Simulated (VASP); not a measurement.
Here is a VASP 6.6.1 calculation.

Contents of INCAR:

```
ALGO = Fast
EDIFF = 1E-7
ENCUT = 520
GGA = PE
ISIF = 2
ISMEAR = 0
LASPH = T
LCHARG = F
LREAL = F
LWAVE = F
NBANDS = 17
NELM = 60
PREC = Accurate
SIGMA = 0.05
```

The input KPOINTS:

```
k-points
0
Gamma
  14 14 14
```

File POSCAR:

```
ZrSi2
1.0
   -1.6438588907      1.7126370129      4.6098660333
    1.6438588907     -1.5750807685      4.5605502665
    1.6438588907      1.5750807685     -4.5605502665
Zr Si
1 2
Direct
    0.0000000000      0.0000000000      0.0000000000
    0.3100427431      0.3100427431      0.0000000000
    0.6899572569      0.6899572569      0.0000000000
```

Potentials or basis: VASP PAW PBE potentials, release 64 (Zr_sv, Si).

Run with:

```bash
$ cat potpaw_PBE.64/Zr_sv/POTCAR potpaw_PBE.64/Si/POTCAR > POTCAR
$ mpirun -np 1 vasp_std > vasp.out
```

Q: Estimate the band gap on the k mesh.

A: Zero (bands 10 and 11 overlap by 1.48 eV).

Q: Predict the pressure.

A: 0.1 GPa.

Q: What does it give for the largest force?

A: 0.041 eV/Å.

Stress tensor (GPa, compression positive):
```
 0.25  0.00  0.00
 0.00  0.03 -3.17
 0.00 -3.17  0.16
```
